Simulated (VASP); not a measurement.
Input of a VASP 6.6.1 run:

INCAR

```
SYSTEM = Ta
ALGO = Fast
EDIFF = 1E-6
ENCUT = 520
GGA = PE
ISIF = 2
ISMEAR = 0
LASPH = .True.
LCHARG = .True.
LELF = .True.
LREAL = .False.
LVHAR = .True.
LWAVE = .False.
NBANDS = 12
NELM = 60
PREC = Accurate
SIGMA = 0.15
```

The input KPOINTS:

```
k-points
0
Gamma
  22 22 22
  0 0 0
```

The input POSCAR:

```
Ta
1.0
   -1.4503197089      1.6575082387      1.6575082387
    1.6575082387     -1.4503197089      1.6575082387
    1.6575082387      1.6575082387     -1.4503197089
Ta
1
Direct
    0.0000000000      0.0000000000      0.0000000000
```

Potentials or basis: VASP PAW PBE potentials, release 64 (Ta_pv).

The run is started by

```sh
$ cat potpaw_PBE.64/Ta_pv/POTCAR > POTCAR
$ mpirun -np 1 vasp_std > vasp.out
```

(1) Estimate the pressure.

(2) What does it give for the band gap on the k mesh?

## Answers

(1) 5.9 GPa.

(2) zero (an odd number of electrons rules out a gap without spin polarisation).

Caveat: the cell stands under pressure; spin-orbit coupling is left out, which moves the levels of the heavy elements.
